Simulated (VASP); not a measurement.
# SiC in VASP: single point with PBE

Aim: the single point of SiC with PBE.

Everything below comes from runs of VASP 6.6.1. Logs are shortened: lines on timing, memory, paths and dates and some standing lists are left out, and cuts for length are marked.

**1. The cell of the first run**

The cell holds a slab with vacuum, 40 atoms: a = 6.194 Å, b = 8.759 Å, c = 27.332 Å, α = 90.00°, β = 90.00°, γ = 90.00°.

**2. Single point, PBE**

File INCAR:

```
ALGO = Normal
DIPOL = 0.5 0.5 0.405
EDIFF = 1E-6
ENCUT = 520
GGA = PE
IDIPOL = 3
ISIF = 2
ISMEAR = 0
LASPH = True
LCHARG = False
LDIPOL = True
LREAL = Auto
LWAVE = False
NBANDS = 106
NELM = 60
PREC = Accurate
SIGMA = 0.05
```

File KPOINTS:

```
k-points
0
Gamma
  3 2 1
```

File POSCAR:

```
SiC
1.0
    6.1938710141      0.0000000000      0.0000000000
    0.0000000000      8.7594563917      0.0000000000
    0.0000000000      0.0000000000     27.3318710141
Si C
20 20
Direct
    0.2500000000      0.7500000000      0.2926985861
    0.2500000000      0.2500000000      0.2926985861
    0.7500000000      0.7500000000      0.2926985861
    0.7500000000      0.2500000000      0.2926985861
    0.5000000000      0.5000000000      0.3493528763
    0.5000000000      0.0000000000      0.3493528763
    0.0000000000      0.5000000000      0.3493528763
    0.0000000000      0.0000000000      0.3493528763
    0.7500687732      0.2471010038      0.4060096166
    0.7500102745      0.7459863653      0.4060758548
    0.2502163874      0.2479791523      0.4060862411
    0.2495591955      0.7447440477      0.4053943345
   -0.0022101306     -0.0042429498      0.4625654733
    0.0003203805      0.5003751118      0.4647757436
    0.4996034154     -0.0029611507      0.4621754207
    0.5010227227      0.4990794045      0.4647521174
    0.2506464818      0.7225754403      0.5102257075
    0.2527886311      0.2391034034      0.5158169383
    0.7509694642      0.7386421299      0.5168285965
    0.7419879607      0.2344807809      0.5156497115
    0.5000000000      0.1250000000      0.2926985861
    0.5000000000      0.6250000000      0.2926985861
    0.0000000000      0.1250000000      0.2926985861
    0.0000000000      0.6250000000      0.2926985861
    0.7500000000      0.8750000000      0.3493528763
    0.7500000000      0.3750000000      0.3493528763
    0.2500000000      0.8750000000      0.3493528763
    0.2500000000      0.3750000000      0.3493528763
   -0.0007092610      0.6221194631      0.4059733684
    0.0002768470      0.1239137074      0.4063937510
    0.5006202444      0.6219138130      0.4061287771
    0.4997125764      0.1242429155      0.4053052499
    0.2495382425      0.3767113758      0.4629053107
    0.2493362983      0.8755393167      0.4623186478
    0.7521591508      0.3749592547      0.4636238014
    0.7489675839      0.8748918686      0.4623562707
    0.4961250425      0.1276276505      0.5136123300
    0.5026338974      0.6285232872      0.5177489254
    0.0018141236      0.1235494980      0.5178882337
   -0.0011346400      0.6295589653      0.5176943734
```

Potentials or basis: VASP PAW PBE potentials, release 64 (Si, C).

Command:

```
cat potpaw_PBE.64/Si/POTCAR potpaw_PBE.64/C/POTCAR > POTCAR
mpirun -np 1 vasp_std > vasp.out
```

OUTCAR:

```text
EDIFF = 1E-6
   ENCUT = 520
   GGA = PE
   ISIF = 2
   ISMEAR = 0
   LASPH = True
   LREAL = Auto
   NELM = 60
   PREC = Accurate

 ion  position               nearest neighbor table
   1  0.250  0.750  0.293-  27 1.90  24 1.90  22 1.90  12 3.08   5 3.10   6 3.10   7 3.10   8 3.10
                             3 3.10   3 3.10
   2  0.250  0.250  0.293-  28 1.90  23 1.90  21 1.90   8 3.10   5 3.10   6 3.10   7 3.10   4 3.10
                             4 3.10  11 3.10
   3  0.750  0.750  0.293-  25 1.90  24 1.90  22 1.90   8 3.10   5 3.10   6 3.10   7 3.10   1 3.10
                             1 3.10  10 3.10
   4  0.750  0.250  0.293-  26 1.90  23 1.90  21 1.90   8 3.10   5 3.10   6 3.10   7 3.10   2 3.10
                             2 3.10   9 3.10
   5  0.500  0.500  0.349-  31 1.88  22 1.90  28 1.90  26 1.90  12 3.06  10 3.07   3 3.10   4 3.10
                             1 3.10   2 3.10   7 3.10   7 3.10  11 3.11   9 3.12
   6  0.500  0.000  0.349-  32 1.88  21 1.90  27 1.90  25 1.90   9 3.08  15 3.08  11 3.08   4 3.10
                             1 3.10   2 3.10   3 3.10   8 3.10   8 3.10  12 3.12  10 3.12
   7  0.000  0.500  0.349-  29 1.88  24 1.90  28 1.90  26 1.90  12 3.05  10 3.07   3 3.10   4 3.10
                             1 3.10   2 3.10   5 3.10   5 3.10  11 3.11   9 3.11
   8  0.000  0.000  0.349-  23 1.90  25 1.90  27 1.90  30 1.90   9 3.08  11 3.09  13 3.09   4 3.10
                             1 3.10   2 3.10   3 3.10   6 3.10   6 3.10  12 3.12  10 3.12
   9  0.750  0.247  0.406-  32 1.89  30 1.89  26 1.91  35 1.93  20 3.00   8 3.08   6 3.08  15 3.09
                            11 3.10  13 3.10   4 3.10  11 3.10   7 3.11   5 3.12  16 3.14  14 3.15
  10  0.750  0.746  0.406-  29 1.89  31 1.89  36 1.91  25 1.92  19 3.03   7 3.07   5 3.07  13 3.09
                            12 3.09  15 3.10   3 3.10  14 3.10  12 3.10  16 3.10   8 3.12   6 3.12
  11  0.250  0.248  0.406-  32 1.89  30 1.89  28 1.91  33 1.92  18 3.00   6 3.08   8 3.09  15 3.09
                             9 3.10   9 3.10   2 3.10   5 3.11   7 3.11  13 3.12  16 3.13  14 3.14
  12  0.250  0.745  0.405-  29 1.89  31 1.89  27 1.91  34 1.93  17 2.87   7 3.05   5 3.06   1 3.08
                            10 3.09  14 3.10  10 3.10  16 3.11  15 3.11  13 3.12   8 3.12   6 3.12
  13  0.998  0.996  0.463-  36 1.87  34 1.88  39 1.88  30 1.90  20 3.00  18 3.03  15 3.09  10 3.09
                             8 3.09   9 3.10  19 3.10  15 3.11  12 3.12  11 3.12  17 3.14
  14  0.000  0.500  0.465-  40 1.84  33 1.89  35 1.89  29 1.93  17 2.78  19 2.96  16 3.09  12 3.10
                            10 3.10  16 3.10  18 3.10  11 3.14   9 3.15
  15  0.500  0.997  0.462-  37 1.81  36 1.88  34 1.88  32 1.91  20 2.95  18 3.00   6 3.08  13 3.09
                             9 3.09  11 3.09  10 3.10  13 3.11  12 3.11  19 3.13  17 3.14
  16  0.501  0.499  0.465-  38 1.84  33 1.89  35 1.90  31 1.93  17 2.79  19 2.97  18 3.08  20 3.09
                            14 3.09  14 3.10  10 3.10  12 3.11  11 3.13   9 3.14
  17  0.251  0.723  0.510-  40 1.77  38 1.78  34 1.87  14 2.78  16 2.79  12 2.87  19 3.10  19 3.11
                            13 3.14  15 3.14
  18  0.253  0.239  0.516-  37 1.80  39 1.86  33 1.88  15 3.00  11 3.00  13 3.03  20 3.03  16 3.08
                            14 3.10
  19  0.751  0.739  0.517-  40 1.81  38 1.82  36 1.91  14 2.96  16 2.97  10 3.03  13 3.10  17 3.10
                            17 3.11  15 3.13
  20  0.742  0.234  0.516-  37 1.79  39 1.88  35 1.88  15 2.95  13 3.00   9 3.00  18 3.03  16 3.09
[... 7 lines left out ...]
  27  0.250  0.875  0.349-   1 1.90   6 1.90   8 1.90  12 1.91
  28  0.250  0.375  0.349-   2 1.90   5 1.90   7 1.90  11 1.91
  29  0.999  0.622  0.406-   7 1.88  12 1.89  10 1.89  14 1.93
  30  0.000  0.124  0.406-   9 1.89  11 1.89   8 1.90  13 1.90
  31  0.501  0.622  0.406-   5 1.88  10 1.89  12 1.89  16 1.93
  32  0.500  0.124  0.405-   6 1.88   9 1.89  11 1.89  15 1.91
  33  0.250  0.377  0.463-  18 1.88  14 1.89  16 1.89  11 1.92
  34  0.249  0.876  0.462-  17 1.87  15 1.88  13 1.88  12 1.93
  35  0.752  0.375  0.464-  20 1.88  14 1.89  16 1.90   9 1.93
  36  0.749  0.875  0.462-  13 1.87  15 1.88  19 1.91  10 1.91
  37  0.496  0.128  0.514-  20 1.79  18 1.80  15 1.81
  38  0.503  0.629  0.518-  17 1.78  19 1.82  16 1.84
  39  0.002  0.124  0.518-  18 1.86  20 1.88  13 1.88
  40  0.999  0.630  0.518-  17 1.77  19 1.81  14 1.84

  LATTYP: Found a simple orthorhombic cell.
 ALAT       =     6.1938710141
 B/A-ratio  =     1.4142135624
 C/A-ratio  =     4.4127284782

  Lattice vectors:

 A1 = (   6.1938710141,   0.0000000000,   0.0000000000)
 A2 = (   0.0000000000,   8.7594563917,   0.0000000000)
 A3 = (   0.0000000000,   0.0000000000,  27.3318710141)

Analysis of symmetry for initial positions (statically):
=====================================================================
 Subroutine PRICEL returns:
 Original cell was already a primitive cell.

 Routine SETGRP: Setting up the symmetry group for a
 simple orthorhombic supercell.

 Subroutine GETGRP returns: Found  1 space group operations
 (whereof  1 operations were pure point group operations)
 out of a pool of  8 trial point group operations.

The static configuration has the point symmetry C_1 .

Analysis of symmetry for dynamics (positions and initial velocities):
=====================================================================
 Subroutine PRICEL returns:
 Original cell was already a primitive cell.

[... 144 lines left out ...]
   k-points           NKPTS =      4   k-points in BZ     NKDIM =      4   number of bands    NBANDS=    106
   number of dos      NEDOS =    301   number of ions     NIONS =     40
   total plane-waves  NPLWV = 705600
   dimension x,y,z NGX =    48 NGY =   70 NGZ =  210
   dimension x,y,z NGXF=    96 NGYF=  140 NGZF=  420
   ions per type =              20  20
   NGX,Y,Z   is equivalent  to a cutoff of  12.88, 13.29, 12.77 a.u.
   NGXF,Y,Z  is equivalent  to a cutoff of  25.77, 26.57, 25.55 a.u.
 SYSTEM =  unknown system
   PREC   = accura    normal or accurate (medium, high low for compatibility)
   ISTART =      0    job   : 0-new  1-cont  2-samecut
   ICHARG =      2    charge: 1-file 2-atom 10-const
   ISPIN  =      1    spin polarized calculation?
   LNONCOLLINEAR =      F non collinear calculations
   LSORBIT =      F    spin-orbit coupling
   LASPH  =      T    aspherical Exc in radial PAW
   ENCUT  =  520.0 eV  38.22 Ry    6.18 a.u.  11.52 16.29 50.82*2*pi/ulx,y,z
   NELM   =     60;   NELMIN=  2; NELMDL= -5     # of ELM steps
   EDIFF  = 0.1E-05   stopping-criterion for ELM
   LREAL  =      T    real-space projection
   EDIFFG = 0.1E-04   stopping-criterion for IOM
   NSW    =      0    number of steps for IOM
   IBRION =     -1    ionic relax: 0-MD 1-quasi-New 2-CG
   NFREE  =      0    steps in history (QN), initial steepest desc. (CG)
   ISIF   =      2    stress and relaxation
   ISYM   =      2    0-nonsym 1-usesym 2-fastsym
   POTIM  = 0.5000    time-step for ionic-motion
   TEBEG  =    0.0;   TEEND  =   0.0 temperature during run
   PSTRESS=    0.0 pullay stress
   NELECT =     160.0000    total number of electrons
   NUPDOWN=      -1.0000    fix difference up-down
   EMIN   =  10.00;   EMAX   =-10.00  energy-range for DOS
   EFERMI =   0.00;   METHOD = LEGACY
   ISMEAR =     0;   SIGMA  =   0.05  broadening in eV -4-tet -1-fermi 0-gaus
   EFERMI_NEDOS =   21; number of points for ismear=-14 and -15
   IALGO  =     38    algorithm
   IMIX   =      4    mixing-type and parameters
     AMIX     =   0.40;   BMIX     =  1.00
     AMIX_MAG =   1.60;   BMIX_MAG =  1.00
  volume/ion in A,a.u.               =      37.07       250.18
  Fermi-wavevector in a.u.,A,eV,Ry     =   0.779373  1.472801  8.264478  0.607422
  Thomas-Fermi vector in A             =   1.882463
   LORBIT       =      0    0 simple, 1 ext, 2 COOP (PROOUT), +10 PAW based schemes
   GGA     = PE    functional components
   LHFCALC =     F    Hartree Fock is set to
   AEXX    =    0.0000 exact exchange contribution
   IVDW    =     0    specifies the selected vdW correction
   LEPSILON=     F    determine dielectric tensor
   LRPA    =     F    only Hartree local field effects (RPA)
 non-spin polarized calculation
 Gauss-broadening in eV      SIGMA  =   0.05
  energy-cutoff  :      520.00
  volume of cell :     1482.89
 maximum number of plane-waves:     40008
 NGX is ok and might be reduce to    48
   NGX = 23   NGY = 33   NGZ =101

 dipolmoment           0.000000      0.000000      0.155916 electrons x Angstroem

 number of electron     159.9999990 magnetization

 dipolmoment           0.000000      0.000000     -0.041843 electrons x Angstroem

 Free energy of the ion-electron system (eV)
  ---------------------------------------------------
  ext. energy  EPLUGINS =         0.00000000
  ---------------------------------------------------
  free energy    TOTEN  =      -277.68347263 eV

  energy without entropy =     -277.66663869  energy(sigma->0) =     -277.67505566

 E-fermi :  -1.0447     XC(G=0):  -3.8961

 val. band max:       -1.0882439950   @ k =   0.0000   0.5000   0.0000
 cond. band min:      -1.0405602493   @ k =   0.0000   0.5000   0.0000
 fundamental gap:      0.0476837458
 Fermi energy:        -1.0446800483

 k-point     1 :       0.0000    0.0000    0.0000
  band No.  band energies     occupation
      1     -16.7750      2.00000
      2     -15.5489      2.00000
      3     -15.2905      2.00000
      4     -15.1725      2.00000
      5     -14.3217      2.00000
      6     -14.0530      2.00000
[... 369 lines left out ...]
     91       2.3864      0.00000
     92       2.4502      0.00000
 [bands above 92 left out]

------------------------ aborting loop because EDIFF is reached ----------------------------------------

 vacuum level on the upper side and lower side of the slab       (xc-potential included)        -0.195        -0.056

  FORCE on cell =-STRESS in cart. coord.  units (eV):
  Direction    XX          YY          ZZ          XY          YZ          ZX
  --------------------------------------------------------------------------------------
  -------------------------------------------------------------------------------------
  Total       -5.4420272    -13.4031008     -9.7927608      0.2943837      5.9059654      0.1292096
  in kB       -5.8798008    -14.4812880    -10.5805211      0.3180648      6.3810597      0.1396036
  external PRESSURE =     -10.3138700 kB  Pullay stress =       0.0000000 kB

 VOLUME and BASIS-vectors are now :
 -----------------------------------------------------------------------------
  energy-cutoff  :      520.00
  volume of cell :     1482.89
      direct lattice vectors                 reciprocal lattice vectors
     6.193871014  0.000000000  0.000000000     0.161449923  0.000000000  0.000000000
     0.000000000  8.759456392  0.000000000     0.000000000  0.114162336  0.000000000
     0.000000000  0.000000000 27.331871014     0.000000000  0.000000000  0.036587323

 POSITION                                       TOTAL-FORCE (eV/Angst)
 -----------------------------------------------------------------------------------
      1.54847      6.56959      8.00000        -0.005060     -2.930820      1.643976
      1.54847      2.18986      8.00000         0.015615     -2.831092      1.649995
      4.64540      6.56959      8.00000        -0.000366     -2.912475      1.671406
      4.64540      2.18986      8.00000        -0.002048     -2.819651      1.632258
      3.09694      4.37973      9.54847         0.033329      0.247678     -0.890923
      3.09694      0.00000      9.54847        -0.005552      0.219882     -1.084743
[... 32 lines left out ...]
      0.01124      1.08223     14.15485        -0.487641      1.496938      0.379004
      6.18684      5.51459     14.14956        -0.211541      0.338448      0.754388
 -----------------------------------------------------------------------------------
    total drift:                               -0.009649      0.012816      0.006902

  FREE ENERGIE OF THE ION-ELECTRON SYSTEM (eV)
  ---------------------------------------------------
  free  energy   TOTEN  =      -277.6834726257 eV

  energy  without entropy=     -277.6666386873  energy(sigma->0) =     -277.67505566

 vacuum level on the upper side and lower side of the slab         3.682         3.822
```

It took 19 min on 1 thread of Intel Xeon 6975P-C (Granite Rapids), shared host; peak memory 1.4 GiB.

What came out:

```
Free energy   : -277.6835 eV
Largest force : 3.360 eV/Å
```

Forces in eV/Å, atoms in the order of the input:
```
Si  -0.005 -2.931  1.644
Si   0.016 -2.831  1.650
Si   0.000 -2.912  1.671
Si  -0.002 -2.820  1.632
Si   0.033  0.248 -0.891
Si  -0.006  0.220 -1.085
Si  -0.040  0.231 -0.929
Si   0.008  0.321 -0.873
Si   0.039 -0.067  0.021
Si  -0.039 -0.268 -0.207
Si  -0.057 -0.232 -0.097
Si   0.058  0.008 -0.091
Si   0.251  0.604  0.870
Si  -0.326 -0.176 -0.269
Si  -0.107 -0.095  0.102
Si   0.327 -0.051 -0.319
Si   0.039  0.393 -0.301
Si  -0.989 -1.762 -1.416
Si  -0.070 -1.082 -1.691
Si   1.459 -1.555 -1.425
C   -0.010  1.888 -0.456
C   -0.004  1.916 -0.441
C   -0.004  1.876 -0.402
C    0.007  1.922 -0.453
C   -0.007  0.722 -0.232
C    0.025  0.710 -0.267
C    0.001  0.727 -0.379
C   -0.018  0.748 -0.296
C    0.020 -0.019  0.235
C   -0.015 -0.065 -0.141
C   -0.048 -0.001  0.168
C    0.023 -0.051  0.312
C    0.097  0.571  0.463
C    0.039 -0.172 -0.037
C   -0.251  0.547  0.154
C   -0.062  0.198  0.404
C    0.097  0.974  1.486
C    0.223  0.428  0.753
C   -0.488  1.497  0.379
C   -0.212  0.338  0.754
```
